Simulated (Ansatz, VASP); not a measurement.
## Ga4SbAs3: VASP beside Ansatz

```
CELL_PARAMETERS angstrom
5.76978 0.00000 0.00000
0.00000 -5.76978 0.00000
0.00000 0.00000 -5.76978
ATOMIC_POSITIONS crystal
Ga 0.00000 0.50000 0.50000
Ga 0.50000 0.00000 0.50000
Ga 0.50000 0.50000 0.00000
Ga 0.00000 0.00000 0.00000
Sb 0.25000 0.25000 0.25000
As 0.75000 0.75000 0.25000
As 0.75000 0.25000 0.75000
As 0.25000 0.75000 0.75000
```

Alike in both runs: task single point; functional PBEsol; k mesh 4 × 4 × 4; occupations gaussian, width 0.1 eV; no spin polarisation.

```csv
,VASP,Ansatz
version,VASP 6.6.1,Ansatz 0.2.0
potentials or method,"VASP PAW PBE potentials, release 64 (Ga_d, Sb, As), cutoff 520 eV","scalar-relativistic, plane waves, PAW"
valence electrons in the cell,72,112
```

|  | VASP | Ansatz | Ansatz less VASP |
| --- | --- | --- | --- |
| gap on the k mesh at the Fermi level (eV) | 0.27 | 0.26 | -0.013 |
| least direct gap on the mesh (eV) | 0.27 | 0.26 | -0.013 |
| pressure (GPa) | 0.7 | 0.6 | -0.09 |

VASP's potentials were made for PBE, not for PBEsol. The functional is the same, so the differences come from potentials, cutoffs and numerics. VASP's potentials hold 72 valence electrons a cell and Ansatz's 112, so a difference there can come from the potentials and not from the codes.

Spin-orbit coupling is off throughout.
